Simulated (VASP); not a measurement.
# C10O in VASP: notebook

C10O is run at these levels: PBE; tasks: single point.

All numbers are computed with VASP 6.6.1; they aren't measurements. Logs are shortened: lines on timing, memory, paths and dates and some standing lists are left out, and cuts for length are marked.

## 1. The cell of the first run

The cell holds a slab with vacuum, 11 atoms: a = 4.272 Å, b = 8.872 Å, c = 20.279 Å, α = 90.00°, β = 90.00°, γ = 103.93°.

## 2. Single point, PBE

File INCAR:

```
SYSTEM = C10O
PREC = Accurate ; ENCUT = 520
EDIFF = 1E-6 ; ISMEAR = 0
SIGMA = 0.1 ; LREAL = .FALSE.
LASPH = .TRUE. ; NELM = 60
ALGO = Normal ; ISIF = 2
LWAVE = .FALSE. ; LCHARG = .FALSE.
LDIPOL = .TRUE. ; IDIPOL = 3
DIPOL = 0.5 0.5 0.321 ; GGA = PE
NBANDS = 34
```

File KPOINTS:

```
regular mesh
0
G
  7 3 1
  0 0 0
```

File POSCAR:

```
C10O
1.0
    4.2718357708      0.0000000000      0.0000000000
   -2.1359178854      8.6110540238      0.0000000000
    0.0000000000      0.0000000000     20.2788010491
C O
10 1
Direct
    0.1564123854      0.9794914374      0.1972503202
    0.8230790520      0.9794914374      0.1972503202
    0.6461581040      0.9589828748      0.2574344482
    0.3128247708      0.9589828748      0.2574344482
    0.1338042908      0.9383829247      0.3175270418
    0.8045779619      0.9383827251      0.3175270445
    0.6222261577      0.9176688648      0.3778998052
    0.2954420376      0.9176688691      0.3778997289
    0.0947395260      0.8987957680      0.4329048751
    0.8040524743      0.8987950712      0.4329053295
    0.3447395260      1.3987957680      0.3609089626
```

Potentials or basis: VASP PAW PBE potentials, release 64 (C, O).

The run is started by

```sh
$ cat potpaw_PBE.64/C/POTCAR potpaw_PBE.64/O/POTCAR > POTCAR
$ mpirun -np 1 vasp_std > vasp.out
```

OUTCAR:

```text
SYSTEM = C10O
   PREC = Accurate
   ENCUT = 520
   EDIFF = 1E-6
   ISMEAR = 0
   LREAL = .FALSE.
   LASPH = .TRUE.
   NELM = 60
   ISIF = 2
   GGA = PE

 ion  position               nearest neighbor table
   1  0.156  0.979  0.197-   4 1.42   2 1.42
   2  0.823  0.979  0.197-   3 1.42   1 1.42
   3  0.646  0.959  0.257-   4 1.42   2 1.42   6 1.43
   4  0.313  0.959  0.257-   3 1.42   1 1.42   5 1.43
   5  0.134  0.938  0.318-   6 1.41   4 1.43   8 1.44
   6  0.805  0.938  0.318-   5 1.41   3 1.43   7 1.44
   7  0.622  0.918  0.378-  10 1.39   8 1.40   6 1.44
   8  0.295  0.918  0.378-   9 1.39   7 1.40   5 1.44
   9  0.095  0.899  0.433-  10 1.24   8 1.39
  10  0.804  0.899  0.433-   9 1.24   7 1.39
  11  0.345  0.399  0.361-

  LATTYP: Found a base centered orthorhombic cell.
 ALAT       =     4.2718357708
 B/A-ratio  =     4.0315473187
 C/A-ratio  =     4.7470928512

  Lattice vectors:

 A1 = (   2.1359178854,  -8.6110540238,   0.0000000000)
 A2 = (   2.1359178854,   8.6110540238,   0.0000000000)
 A3 = (   0.0000000000,   0.0000000000,  20.2788010491)

Analysis of symmetry for initial positions (statically):
=====================================================================
 Subroutine PRICEL returns:
 Original cell was already a primitive cell.

 Routine SETGRP: Setting up the symmetry group for a
 base centered orthorhombic supercell.

 Subroutine GETGRP returns: Found  1 space group operations
 (whereof  1 operations were pure point group operations)
 out of a pool of  8 trial point group operations.

The static configuration has the point symmetry C_1 .

Analysis of symmetry for dynamics (positions and initial velocities):
=====================================================================
 Subroutine PRICEL returns:
 Original cell was already a primitive cell.

 Routine SETGRP: Setting up the symmetry group for a
 base centered orthorhombic supercell.

 Subroutine GETGRP returns: Found  1 space group operations
 (whereof  1 operations were pure point group operations)
 out of a pool of  8 trial point group operations.

The dynamic configuration has the point symmetry C_1 .

 Subroutine INISYM returns: Found  1 space group operations
 (whereof  1 operations are pure point group operations),
 and found     1 'primitive' translations

----------------------------------------------------------------------------------------

                                     Primitive cell

  volume of cell :     745.9559

  direct lattice vectors                    reciprocal lattice vectors
     4.271835771  0.000000000  0.000000000     0.234091396  0.058064901  0.000000000
    -2.135917885  8.611054024  0.000000000     0.000000000  0.116129802  0.000000000
     0.000000000  0.000000000 20.278801049     0.000000000  0.000000000  0.049312580

  length of vectors
     4.271835771  8.872000711 20.278801049     0.241185229  0.116129802  0.049312580

  position of ions in fractional coordinates (direct lattice)
     0.156412385  0.979491437  0.197250320
     0.823079052  0.979491437  0.197250320
     0.646158104  0.958982875  0.257434448
     0.312824771  0.958982875  0.257434448
     0.133804291  0.938382925  0.317527042
     0.804577962  0.938382725  0.317527044
     0.622226158  0.917668865  0.377899805
     0.295442038  0.917668869  0.377899729
     0.094739526  0.898795768  0.432904875
     0.804052474  0.898795071  0.432905330
     0.344739526  0.398795768  0.360908963

  ion indices of the primitive-cell ions
   primitive index   ion index
                 1           1
                 2           2
                 3           3
                 4           4
                 5           5
                 6           6
[... 38 lines left out ...]
|                                                                             |
|        The reciprocal lattice is base centered orthorhombic,                |
|        whereas your k-lattice is simple monoclinic.                         |
|                                                                             |
|     Results are often still useful ...                                      |
|                                                                             |
 -----------------------------------------------------------------------------

 WARNING: IBZKPT: internal override: KBLOWUP is changed to .FALSE.
      ... skipping the blow-up phase ...

 Subroutine IBZKPT returns following result:
 ===========================================

 Found     11 irreducible k-points:

 Following reciprocal coordinates:
            Coordinates               Weight
  0.000000  0.000000  0.000000      1.000000
  0.142857  0.000000  0.000000      2.000000
  0.285714  0.000000  0.000000      2.000000
  0.428571  0.000000  0.000000      2.000000
  0.000000  0.333333  0.000000      2.000000
  0.142857  0.333333  0.000000      2.000000
  0.285714  0.333333  0.000000      2.000000
  0.428571  0.333333  0.000000      2.000000
 -0.428571  0.333333  0.000000      2.000000
 -0.285714  0.333333  0.000000      2.000000
 -0.142857  0.333333  0.000000      2.000000
   k-points           NKPTS =     11   k-points in BZ     NKDIM =     11   number of bands    NBANDS=     34
   number of dos      NEDOS =    301   number of ions     NIONS =     11
   total plane-waves  NPLWV = 358400
   dimension x,y,z NGX =    32 NGY =   70 NGZ =  160
   dimension x,y,z NGXF=    64 NGYF=  140 NGZF=  320
   ions per type =              10   1
   NGX,Y,Z   is equivalent  to a cutoff of  12.45, 13.12, 13.12 a.u.
   NGXF,Y,Z  is equivalent  to a cutoff of  24.91, 26.23, 26.23 a.u.
 SYSTEM =  C10O
   PREC   = accura    normal or accurate (medium, high low for compatibility)
   ISTART =      0    job   : 0-new  1-cont  2-samecut
   ICHARG =      2    charge: 1-file 2-atom 10-const
   ISPIN  =      1    spin polarized calculation?
   LNONCOLLINEAR =      F non collinear calculations
   LSORBIT =      F    spin-orbit coupling
   LASPH  =      T    aspherical Exc in radial PAW
   ENCUT  =  520.0 eV  38.22 Ry    6.18 a.u.   7.94 16.50 37.71*2*pi/ulx,y,z
   NELM   =     60;   NELMIN=  2; NELMDL= -5     # of ELM steps
   EDIFF  = 0.1E-05   stopping-criterion for ELM
   LREAL  =      F    real-space projection
   EDIFFG = 0.1E-04   stopping-criterion for IOM
   NSW    =      0    number of steps for IOM
   IBRION =     -1    ionic relax: 0-MD 1-quasi-New 2-CG
   NFREE  =      0    steps in history (QN), initial steepest desc. (CG)
   ISIF   =      2    stress and relaxation
   ISYM   =      2    0-nonsym 1-usesym 2-fastsym
   POTIM  = 0.5000    time-step for ionic-motion
   TEBEG  =    0.0;   TEEND  =   0.0 temperature during run
   PSTRESS=    0.0 pullay stress
   NELECT =      46.0000    total number of electrons
   NUPDOWN=      -1.0000    fix difference up-down
   EMIN   =  10.00;   EMAX   =-10.00  energy-range for DOS
   EFERMI =   0.00;   METHOD = LEGACY
   ISMEAR =     0;   SIGMA  =   0.10  broadening in eV -4-tet -1-fermi 0-gaus
   EFERMI_NEDOS =   21; number of points for ismear=-14 and -15
   IALGO  =     38    algorithm
   IMIX   =      4    mixing-type and parameters
     AMIX     =   0.40;   BMIX     =  1.00
     AMIX_MAG =   1.60;   BMIX_MAG =  1.00
  volume/ion in A,a.u.               =      67.81       457.63
  Fermi-wavevector in a.u.,A,eV,Ry     =   0.646780  1.222236  5.691644  0.418324
  Thomas-Fermi vector in A             =   1.714874
   LORBIT       =      0    0 simple, 1 ext, 2 COOP (PROOUT), +10 PAW based schemes
   GGA     = PE    functional components
   LHFCALC =     F    Hartree Fock is set to
   AEXX    =    0.0000 exact exchange contribution
   IVDW    =     0    specifies the selected vdW correction
   LEPSILON=     F    determine dielectric tensor
   LRPA    =     F    only Hartree local field effects (RPA)
 non-spin polarized calculation
 Gauss-broadening in eV      SIGMA  =   0.10
  energy-cutoff  :      520.00
  volume of cell :      745.96
 maximum number of plane-waves:     20148
   NGX = 15   NGY = 33   NGZ = 75

 dipolmoment           0.000000      0.000000     -0.162852 electrons x Angstroem

 number of electron      45.9999999 magnetization

 dipolmoment           0.000000      0.000000      0.036791 electrons x Angstroem

 Free energy of the ion-electron system (eV)
  ---------------------------------------------------
  ext. energy  EPLUGINS =         0.00000000
  ---------------------------------------------------
  free energy    TOTEN  =       -83.36846973 eV

  energy without entropy =      -83.21992688  energy(sigma->0) =      -83.29419831

 E-fermi :  -5.3593     XC(G=0):  -2.2576

 val. band max:       -5.3848927264   @ k =   0.4286   0.3333   0.0000
 cond. band min:      -5.3510567500   @ k =   0.1429   0.3333   0.0000
 fundamental gap:      0.0338359764
 Fermi energy:        -5.3593012907

 k-point     1 :       0.0000    0.0000    0.0000
  band No.  band energies     occupation
      1     -23.4550      2.00000
      2     -21.7167      2.00000
      3     -20.2188      2.00000
      4     -19.0198      2.00000
      5     -18.2571      2.00000
      6     -17.5679      2.00000
[... 396 lines left out ...]
     33       1.7396      0.00000
     34       2.0087      0.00000

------------------------ aborting loop because EDIFF is reached ----------------------------------------

 vacuum level on the upper side and lower side of the slab       (xc-potential included)         0.014        -0.173

  FORCE on cell =-STRESS in cart. coord.  units (eV):
  Direction    XX          YY          ZZ          XY          YZ          ZX
  --------------------------------------------------------------------------------------
  -------------------------------------------------------------------------------------
  Total       -1.9872231     -0.7404616     -3.6943783      0.0039593      0.4878368      0.0015502
  in kB       -4.2681933     -1.5903766     -7.9348516      0.0085038      1.0477846      0.0033295
  external PRESSURE =      -4.5978072 kB  Pullay stress =       0.0000000 kB

 VOLUME and BASIS-vectors are now :
 -----------------------------------------------------------------------------
  energy-cutoff  :      520.00
  volume of cell :      745.96
      direct lattice vectors                 reciprocal lattice vectors
     4.271835771  0.000000000  0.000000000     0.234091396  0.058064901  0.000000000
    -2.135917885  8.611054024  0.000000000     0.000000000  0.116129802  0.000000000
     0.000000000  0.000000000 20.278801049     0.000000000  0.000000000  0.049312580

 POSITION                                       TOTAL-FORCE (eV/Angst)
 -----------------------------------------------------------------------------------
     -1.42395      8.43445      4.00000        -7.333732     -0.182961      1.277369
      1.42395      8.43445      4.00000         7.333504     -0.183399      1.276310
      0.71197      8.25785      5.22046        -0.449857      0.175285     -1.192203
     -0.71197      8.25785      5.22046         0.449191      0.175534     -1.191375
     -1.43272      8.08047      6.43907        -0.122066      0.015078     -0.047564
      1.43272      8.08046      6.43907         0.123299      0.012593     -0.047337
      0.69798      7.90210      7.66335         0.017961     -0.009551      0.058086
     -0.69799      7.90210      7.66335        -0.019202     -0.003168      0.058756
     -1.51504      7.73958      8.77879        -0.139094      0.013264     -0.087657
      1.51503      7.73957      8.77880         0.139968      0.010432     -0.087514
      0.62088      3.43405      7.31880         0.000029     -0.023107     -0.016871
 -----------------------------------------------------------------------------------
    total drift:                               -0.000210     -0.000774     -0.000039

  FREE ENERGIE OF THE ION-ELECTRON SYSTEM (eV)
  ---------------------------------------------------
  free  energy   TOTEN  =       -83.3684697261 eV

  energy  without entropy=      -83.2199268849  energy(sigma->0) =      -83.29419831

 vacuum level on the upper side and lower side of the slab         1.241         1.053
```

It took 18 min on 1 thread of AMD EPYC 7R43 (Zen 3), shared host; peak memory 0.75 GiB.

Results:

```yaml
Free_energy: -83.3685 eV
Largest_force: 7.446 eV/Å
Band_gap_on_the_k_mesh: zero (bands 23 and 24 overlap by 0.08 eV)
```

Forces in eV/Å, atoms in the order of the input:
```
C   -7.334 -0.183  1.277
C    7.334 -0.183  1.276
C   -0.450  0.175 -1.192
C    0.449  0.176 -1.191
C   -0.122  0.015 -0.048
C    0.123  0.013 -0.047
C    0.018 -0.010  0.058
C   -0.019 -0.003  0.059
C   -0.139  0.013 -0.088
C    0.140  0.010 -0.088
O    0.000 -0.023 -0.017
```

## 3. Single point, PBE

File INCAR:

```
SYSTEM = C10O
ALGO = Normal ; DIPOL = 0.5 0.5 0.333
EDIFF = 1E-7 ; ENCUT = 520
GGA = PE ; IDIPOL = 3
ISIF = 2 ; ISMEAR = 0
LASPH = .TRUE. ; LCHARG = .FALSE.
LDIPOL = .TRUE. ; LREAL = .FALSE.
LWAVE = .FALSE. ; NBANDS = 34
NELM = 60 ; PREC = Accurate
SIGMA = 0.1
```

File KPOINTS:

```
k-points
0
G
  7 3 1
  0 0 0
```

POSCAR, as its differences from that of step 2:

```diff
@@ -18,2 +18,2 @@
     0.8040524743      0.8987950712      0.4329053295
-    0.3447395260      1.3987957680      0.3609089626
+    0.8447395260      0.8987957680      0.4997699454
```

Potentials or basis: VASP PAW PBE potentials, release 64 (C, O).

The run is started by

```sh
$ cat potpaw_PBE.64/C/POTCAR potpaw_PBE.64/O/POTCAR > POTCAR
$ mpirun -np 1 vasp_std > vasp.out
```

OUTCAR:

```text
SYSTEM = C10O
   EDIFF = 1E-7
   ENCUT = 520
   GGA = PE
   ISIF = 2
   ISMEAR = 0
   LASPH = .TRUE.
   LREAL = .FALSE.
   NELM = 60
   PREC = Accurate

 ion  position               nearest neighbor table
   1  0.156  0.979  0.197-   4 1.42   2 1.42
   2  0.823  0.979  0.197-   3 1.42   1 1.42
   3  0.646  0.959  0.257-   4 1.42   2 1.42   6 1.43
   4  0.313  0.959  0.257-   3 1.42   1 1.42   5 1.43
   5  0.134  0.938  0.318-   6 1.41   4 1.43   8 1.44
   6  0.805  0.938  0.318-   5 1.41   3 1.43   7 1.44
   7  0.622  0.918  0.378-  10 1.39   8 1.40   6 1.44
[... 645 lines left out ...]

 VOLUME and BASIS-vectors are now :
 -----------------------------------------------------------------------------
  energy-cutoff  :      520.00
  volume of cell :      745.96
      direct lattice vectors                 reciprocal lattice vectors
     4.271835771  0.000000000  0.000000000     0.234091396  0.058064901  0.000000000
    -2.135917885  8.611054024  0.000000000     0.000000000  0.116129802  0.000000000
     0.000000000  0.000000000 20.278801049     0.000000000  0.000000000  0.049312580

 POSITION                                       TOTAL-FORCE (eV/Angst)
 -----------------------------------------------------------------------------------
     -1.42395      8.43445      4.00000        -6.618243     -0.144356      1.146807
      1.42395      8.43445      4.00000         6.601691     -0.150947      1.168556
      0.71197      8.25785      5.22046        -0.305512      0.161729     -1.210982
     -0.71197      8.25785      5.22046         0.443501      0.068566     -1.117620
     -1.43272      8.08047      6.43907        -0.281479     -0.045478      0.002516
      1.43272      8.08046      6.43907        -0.152454     -0.099387      0.219476
      0.69798      7.90210      7.66335         0.011644      0.028945     -0.282507
     -0.69799      7.90210      7.66335         0.545840      0.229900      0.914827
     -1.51504      7.73958      8.77879         4.271434     -0.262003     -0.611832
      1.51503      7.73957      8.77880        -5.174931      0.264289     -0.525586
      1.68883      7.73958     10.13474         0.658509     -0.051258      0.296346
 -----------------------------------------------------------------------------------
    total drift:                               -0.000321     -0.000474      0.000231

  FREE ENERGIE OF THE ION-ELECTRON SYSTEM (eV)
  ---------------------------------------------------
  free  energy   TOTEN  =       -88.1303289095 eV

  energy  without entropy=      -88.1142010899  energy(sigma->0) =      -88.12226500

 vacuum level on the upper side and lower side of the slab         1.196         1.650
```

OSZICAR:

```text
N       E                     dE             d eps       ncg     rms          rms(c)
DAV:   1     0.392983023084E+03    0.39298E+03   -0.15967E+04   860   0.953E+02
DAV:   2    -0.767967179979E+01   -0.40066E+03   -0.38118E+03  1204   0.212E+02
DAV:   3    -0.916645359525E+02   -0.83985E+02   -0.82943E+02   918   0.107E+02
DAV:   4    -0.947768448142E+02   -0.31123E+01   -0.30781E+01   868   0.267E+01
[... 16 lines left out ...]
DAV:  21    -0.881303261865E+02   -0.84063E-05   -0.76089E-07   748   0.232E-03    0.280E-04
DAV:  22    -0.881303274521E+02   -0.12657E-05   -0.96371E-08   784   0.906E-04    0.168E-04
DAV:  23    -0.881303286251E+02   -0.11729E-05   -0.11555E-07   648   0.804E-04    0.119E-04
DAV:  24    -0.881303288947E+02   -0.26964E-06   -0.23847E-08   640   0.405E-04    0.681E-05
DAV:  25    -0.881303289095E+02   -0.14800E-07   -0.15267E-08   602   0.317E-04
   1 F= -.88130329E+02 E0= -.88122265E+02  d E =-.161278E-01
```

Wall time 13 min (1 thread of AMD EPYC 7R43 (Zen 3), shared host); peak memory 0.74 GiB.

Results:

```yaml
Free_energy: -88.1303 eV
Largest_force: 6.718 eV/Å
Band_gap_on_the_k_mesh: zero (bands 23 and 24 overlap by 0.26 eV)
```

Forces on the atoms (eV/Å):
```
C   -6.618 -0.144  1.147
C    6.602 -0.151  1.169
C   -0.306  0.162 -1.211
C    0.444  0.069 -1.118
C   -0.281 -0.045  0.003
C   -0.152 -0.099  0.219
C    0.012  0.029 -0.283
C    0.546  0.230  0.915
C    4.271 -0.262 -0.612
C   -5.175  0.264 -0.526
O    0.659 -0.051  0.296
```

Levels at points of the mesh, in eV from the Fermi level:
| k point | band 20 | band 21 | band 22 | band 23 | band 24 | band 25 | band 26 | band 27 |
| --- | --- | --- | --- | --- | --- | --- | --- | --- |
| (0.00, 0.00, 0.00) | -1.54 | -1.36 | -1.18 | 0.26 | 0.63 | 0.93 | 1.35 | 1.78 |
